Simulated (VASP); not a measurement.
# SiC (F-43m) in VASP: single point with PBE

Aim: the single point of SiC with PBE.

All numbers are computed with VASP 6.6.1; they aren't measurements. Logs are shortened: lines on timing, memory, paths and dates and some standing lists are left out, and cuts for length are marked.

## Step 1: The cell of the first run

Symmetry: F-43m, No. 216, cubic system. Conventional cell: a = 4.380 Å, b = 4.380 Å, c = 4.380 Å, α = 90.00°, β = 90.00°, γ = 90.00°. Si (site symmetry -43m) has 4 C at 1.90 Å within 2.5 Å. Within 2.5 Å of C (site symmetry -43m) lie 4 Si at 1.90 Å.

## Step 2: Single point, PBE

Input file INCAR:

```
SYSTEM = SiC
ALGO = Normal ; EDIFF = 1E-6
ENCUT = 520 ; GGA = PE
ISIF = 2 ; ISMEAR = 0
LASPH = .TRUE. ; LCHARG = .FALSE.
LREAL = Auto ; LWAVE = .FALSE.
NBANDS = 46 ; NELM = 100
PREC = Accurate ; SIGMA = 0.01
```

Input file KPOINTS:

```
k-points
0
G
  3 3 3
  0 0 0
```

Input file POSCAR:

```
SiC
1.0
    0.0000000000      4.3797259393     -4.3797259393
    4.3797259393      4.3797259393      0.0000000000
    4.3797259393      0.0000000000     -4.3797259393
Si C
8 8
Direct
    0.1250000000      0.1250000000      0.1250000000
    0.1250000000      0.6250000000      0.1250000000
    0.6250000000      0.1250000000      0.1250000000
    0.6250000000      0.6250000000      0.1250000000
    0.1250000000      0.1250000000      0.6250000000
    0.1250000000      0.6250000000      0.6250000000
    0.6250000000      0.1250000000      0.6250000000
    0.6250000000      0.6250000000      0.6250000000
    0.0000000000      0.0000000000      0.5000000000
    0.0000000000      0.5000000000      0.5000000000
    0.5000000000      0.0000000000      0.5000000000
    0.5000000000      0.5000000000      0.5000000000
    0.0000000000      0.0000000000      1.0000000000
    0.0000000000      0.5000000000      1.0000000000
    0.5000000000      0.0000000000      1.0000000000
    0.5000000000      0.5000000000      1.0000000000
```

Potentials or basis: VASP PAW PBE potentials, release 64 (Si, C).

Started as:

```bash
cat potpaw_PBE.64/Si/POTCAR potpaw_PBE.64/C/POTCAR > POTCAR
mpirun -np 1 vasp_std > vasp.out
```

OUTCAR:

```text
SYSTEM = SiC
   EDIFF = 1E-6
   ENCUT = 520
   GGA = PE
   ISIF = 2
   ISMEAR = 0
   LASPH = .TRUE.
   LREAL = Auto
   NELM = 100
   PREC = Accurate

 ion  position               nearest neighbor table
   1  0.125  0.125  0.125-   9 1.90  13 1.90  14 1.90  15 1.90   3 3.10   5 3.10   2 3.10   5 3.10
                             6 3.10   7 3.10   2 3.10   4 3.10   6 3.10   3 3.10   4 3.10   7 3.10
   2  0.125  0.625  0.125-  10 1.90  13 1.90  14 1.90  16 1.90   4 3.10   6 3.10   1 3.10   5 3.10
                             6 3.10   8 3.10   1 3.10   3 3.10   5 3.10   3 3.10   4 3.10   8 3.10
   3  0.625  0.125  0.125-  11 1.90  13 1.90  15 1.90  16 1.90   4 3.10   7 3.10   1 3.10   5 3.10
                             7 3.10   8 3.10   2 3.10   4 3.10   8 3.10   1 3.10   2 3.10   5 3.10
   4  0.625  0.625  0.125-  12 1.90  14 1.90  15 1.90  16 1.90   3 3.10   8 3.10   2 3.10   6 3.10
                             7 3.10   8 3.10   1 3.10   3 3.10   7 3.10   1 3.10   2 3.10   6 3.10
   5  0.125  0.125  0.625-   9 1.90  10 1.90  11 1.90  13 1.90   6 3.10   7 3.10   1 3.10   1 3.10
                             2 3.10   3 3.10   2 3.10   6 3.10   8 3.10   3 3.10   7 3.10   8 3.10
   6  0.125  0.625  0.625-   9 1.90  10 1.90  12 1.90  14 1.90   5 3.10   8 3.10   2 3.10   1 3.10
                             2 3.10   4 3.10   1 3.10   5 3.10   7 3.10   4 3.10   7 3.10   8 3.10
   7  0.625  0.125  0.625-   9 1.90  11 1.90  12 1.90  15 1.90   5 3.10   8 3.10   3 3.10   1 3.10
                             3 3.10   4 3.10   4 3.10   6 3.10   8 3.10   1 3.10   5 3.10   6 3.10
   8  0.625  0.625  0.625-  10 1.90  11 1.90  12 1.90  16 1.90   6 3.10   7 3.10   4 3.10   2 3.10
                             3 3.10   4 3.10   3 3.10   5 3.10   7 3.10   2 3.10   5 3.10   6 3.10
   9  0.000  0.000  0.500-   1 1.90   5 1.90   6 1.90   7 1.90
  10  0.000  0.500  0.500-   2 1.90   5 1.90   6 1.90   8 1.90
  11  0.500  0.000  0.500-   3 1.90   5 1.90   7 1.90   8 1.90
  12  0.500  0.500  0.500-   4 1.90   6 1.90   7 1.90   8 1.90
  13  0.000  0.000  0.000-   1 1.90   2 1.90   3 1.90   5 1.90
  14  0.000  0.500  0.000-   1 1.90   2 1.90   4 1.90   6 1.90
  15  0.500  0.000  0.000-   1 1.90   3 1.90   4 1.90   7 1.90
  16  0.500  0.500  0.000-   2 1.90   3 1.90   4 1.90   8 1.90

  LATTYP: Found a face centered cubic cell.
 ALAT       =     8.7594518786

  Lattice vectors:

 A1 = (   0.0000000000,   4.3797259393,  -4.3797259393)
 A2 = (   4.3797259393,   4.3797259393,   0.0000000000)
 A3 = (   4.3797259393,   0.0000000000,  -4.3797259393)

Analysis of symmetry for initial positions (statically):
=====================================================================
 Subroutine PRICEL returns following result:

  LATTYP: Found a face centered cubic cell.
 ALAT       =     4.3797259393

  Lattice vectors:

 A1 = (   0.0000000000,   2.1898629697,  -2.1898629697)
 A2 = (   2.1898629697,   2.1898629697,   0.0000000000)
 A3 = (   2.1898629697,   0.0000000000,  -2.1898629697)

   8 primitive cells build up your supercell.

 Routine SETGRP: Setting up the symmetry group for a
 face centered cubic supercell.

 Subroutine GETGRP returns: Found 24 space group operations
 (whereof 24 operations were pure point group operations)
 out of a pool of 48 trial point group operations.

The static configuration has the point symmetry T_d .

Analysis of symmetry for dynamics (positions and initial velocities):
=====================================================================
 Subroutine PRICEL returns following result:

  LATTYP: Found a face centered cubic cell.
 ALAT       =     4.3797259393

  Lattice vectors:

 A1 = (   0.0000000000,   2.1898629697,  -2.1898629697)
 A2 = (   2.1898629697,   2.1898629697,   0.0000000000)
 A3 = (   2.1898629697,   0.0000000000,  -2.1898629697)

   8 primitive cells build up your supercell.

 Routine SETGRP: Setting up the symmetry group for a
 face centered cubic supercell.

 Subroutine GETGRP returns: Found 24 space group operations
 (whereof 24 operations were pure point group operations)
 out of a pool of 48 trial point group operations.

The dynamic configuration has the point symmetry T_d .

 Subroutine INISYM returns: Found 24 space group operations
 (whereof 24 operations are pure point group operations),
 and found     8 'primitive' translations

----------------------------------------------------------------------------------------

                                     Primitive cell

  volume of cell :      21.0030

  direct lattice vectors                    reciprocal lattice vectors
     0.000000000  2.189862970 -2.189862970    -0.228324789  0.228324789 -0.228324789
     2.189862970  2.189862970  0.000000000     0.228324789  0.228324789  0.228324789
     2.189862970  0.000000000 -2.189862970     0.228324789 -0.228324789 -0.228324789

  length of vectors
     3.096933911  3.096933911  3.096933911     0.395470135  0.395470135  0.395470135

  position of ions in fractional coordinates (direct lattice)
     0.250000000  0.250000000  0.250000000
     0.000000000  0.000000000  0.000000000

  ion indices of the primitive-cell ions
   primitive index   ion index
                 1           1
                 2          13

----------------------------------------------------------------------------------------

 KPOINTS: k-points

Automatic generation of k-mesh.
 Grid dimensions read from file:
 generate k-points for:    3    3    3

 Generating k-lattice:

  Cartesian coordinates                     Fractional coordinates (reciprocal lattice)
    -0.038054131  0.038054131 -0.038054131     0.333333333  0.000000000  0.000000000
     0.038054131  0.038054131  0.038054131     0.000000000  0.333333333  0.000000000
     0.038054131 -0.038054131 -0.038054131     0.000000000  0.000000000  0.333333333

  Length of vectors
     0.065911689  0.065911689  0.065911689

  Shift w.r.t. Gamma in fractional coordinates (k-lattice)
     0.000000000  0.000000000  0.000000000

 Subroutine IBZKPT returns following result:
 ===========================================

 Found      4 irreducible k-points:

 Following reciprocal coordinates:
            Coordinates               Weight
  0.000000  0.000000  0.000000      1.000000
  0.333333  0.000000  0.000000      8.000000
  0.333333  0.333333  0.000000      6.000000
 -0.333333  0.333333  0.000000     12.000000
   k-points           NKPTS =      4   k-points in BZ     NKDIM =      4   number of bands    NBANDS=     46
   number of dos      NEDOS =    301   number of ions     NIONS =     16
   total plane-waves  NPLWV = 110592
   dimension x,y,z NGX =    48 NGY =   48 NGZ =   48
   dimension x,y,z NGXF=    96 NGYF=   96 NGZF=   96
   ions per type =               8   8
   NGX,Y,Z   is equivalent  to a cutoff of  12.88, 12.88, 12.88 a.u.
   NGXF,Y,Z  is equivalent  to a cutoff of  25.77, 25.77, 25.77 a.u.
 SYSTEM =  SiC
   PREC   = accura    normal or accurate (medium, high low for compatibility)
   ISTART =      0    job   : 0-new  1-cont  2-samecut
   ICHARG =      2    charge: 1-file 2-atom 10-const
   ISPIN  =      1    spin polarized calculation?
   LNONCOLLINEAR =      F non collinear calculations
   LSORBIT =      F    spin-orbit coupling
   LASPH  =      T    aspherical Exc in radial PAW
   ENCUT  =  520.0 eV  38.22 Ry    6.18 a.u.  11.52 11.52 11.52*2*pi/ulx,y,z
   NELM   =    100;   NELMIN=  2; NELMDL= -5     # of ELM steps
   EDIFF  = 0.1E-05   stopping-criterion for ELM
   LREAL  =      T    real-space projection
   EDIFFG = 0.1E-04   stopping-criterion for IOM
   NSW    =      0    number of steps for IOM
   IBRION =     -1    ionic relax: 0-MD 1-quasi-New 2-CG
   NFREE  =      0    steps in history (QN), initial steepest desc. (CG)
   ISIF   =      2    stress and relaxation
   ISYM   =      2    0-nonsym 1-usesym 2-fastsym
   POTIM  = 0.5000    time-step for ionic-motion
   TEBEG  =    0.0;   TEEND  =   0.0 temperature during run
   PSTRESS=    0.0 pullay stress
   NELECT =      64.0000    total number of electrons
   NUPDOWN=      -1.0000    fix difference up-down
   EMIN   =  10.00;   EMAX   =-10.00  energy-range for DOS
   EFERMI =   0.00;   METHOD = LEGACY
   ISMEAR =     0;   SIGMA  =   0.01  broadening in eV -4-tet -1-fermi 0-gaus
   EFERMI_NEDOS =   21; number of points for ismear=-14 and -15
   IALGO  =     38    algorithm
   IMIX   =      4    mixing-type and parameters
     AMIX     =   0.40;   BMIX     =  1.00
     AMIX_MAG =   1.60;   BMIX_MAG =  1.00
  volume/ion in A,a.u.               =      10.50        70.87
  Fermi-wavevector in a.u.,A,eV,Ry     =   1.186710  2.242556 19.160817  1.408280
  Thomas-Fermi vector in A             =   2.322877
   LORBIT       =      0    0 simple, 1 ext, 2 COOP (PROOUT), +10 PAW based schemes
   GGA     = PE    functional components
   LHFCALC =     F    Hartree Fock is set to
   AEXX    =    0.0000 exact exchange contribution
   IVDW    =     0    specifies the selected vdW correction
   LEPSILON=     F    determine dielectric tensor
   LRPA    =     F    only Hartree local field effects (RPA)
 non-spin polarized calculation
 Gauss-broadening in eV      SIGMA  =   0.01
  energy-cutoff  :      520.00
  volume of cell :      168.02
 maximum number of plane-waves:      4573
 NGX is ok and might be reduce to    48
   NGX = 23   NGY = 23   NGZ = 23

 number of electron      64.0000010 magnetization

 Free energy of the ion-electron system (eV)
  ---------------------------------------------------
  ext. energy  EPLUGINS =         0.00000000
  ---------------------------------------------------
  free energy    TOTEN  =      -120.40576467 eV

  energy without entropy =     -120.40576467  energy(sigma->0) =     -120.40576467

 E-fermi :   8.0204     XC(G=0): -11.2891

 val. band max:        7.9479910480   @ k =   0.0000   0.0000   0.0000
 cond. band min:       9.3124788021   @ k =   0.0000   0.0000   0.0000
 fundamental gap:      1.3644877541
 Fermi energy:         8.0203845233

 k-point     1 :       0.0000    0.0000    0.0000
  band No.  band energies     occupation
      1      -7.3422      2.00000
      2      -3.8296      2.00000
      3      -3.8296      2.00000
      4      -3.8296      2.00000
      5      -3.8296      2.00000
      6      -2.3925      2.00000
[... 177 lines left out ...]
     43      15.4282      0.00000
     44      15.6018      0.00000
 [bands above 44 left out]

------------------------ aborting loop because EDIFF is reached ----------------------------------------

  FORCE on cell =-STRESS in cart. coord.  units (eV):
  Direction    XX          YY          ZZ          XY          YZ          ZX
  --------------------------------------------------------------------------------------
  -------------------------------------------------------------------------------------
  Total       -0.0062747     -0.0062747     -0.0062747      0.0000000      0.0000000      0.0000000
  in kB       -0.0598321     -0.0598321     -0.0598321      0.0000000      0.0000000      0.0000000
  external PRESSURE =      -0.0598321 kB  Pullay stress =       0.0000000 kB

 VOLUME and BASIS-vectors are now :
 -----------------------------------------------------------------------------
  energy-cutoff  :      520.00
  volume of cell :      168.02
      direct lattice vectors                 reciprocal lattice vectors
     0.000000000  4.379725939 -4.379725939    -0.114162394  0.114162394 -0.114162394
     4.379725939  4.379725939  0.000000000     0.114162394  0.114162394  0.114162394
     4.379725939  0.000000000 -4.379725939     0.114162394 -0.114162394 -0.114162394

 POSITION                                       TOTAL-FORCE (eV/Angst)
 -----------------------------------------------------------------------------------
      1.09493      1.09493     -1.09493        -0.000000      0.000000     -0.000000
      3.28479      3.28479     -1.09493        -0.000000     -0.000000      0.000000
      1.09493      3.28479     -3.28479        -0.000000     -0.000000      0.000000
      3.28479      5.47466     -3.28479        -0.000000     -0.000000      0.000000
      3.28479      1.09493     -3.28479         0.000000     -0.000000      0.000000
      5.47466      3.28479     -3.28479        -0.000000     -0.000000     -0.000000
[... 8 lines left out ...]
      0.00000      2.18986     -2.18986         0.000000      0.000000     -0.000000
      2.18986      4.37973     -2.18986         0.000000      0.000000      0.000000
 -----------------------------------------------------------------------------------
    total drift:                               -0.000001     -0.000001      0.000001

  FREE ENERGIE OF THE ION-ELECTRON SYSTEM (eV)
  ---------------------------------------------------
  free  energy   TOTEN  =      -120.4057646686 eV

  energy  without entropy=     -120.4057646686  energy(sigma->0) =     -120.40576467
```

Run time: 51 s. Hardware: 1 thread of Intel Xeon 6975P-C (Granite Rapids), shared host; peak memory 0.3 GiB.

What came out:

```yaml
Free_energy: -120.4058 eV
Pressure: 0.0 GPa
Band_gap_on_the_k_mesh: 1.36 eV
```

Expect the measured gap to be larger: semilocal functionals such as PBE lack the derivative discontinuity.
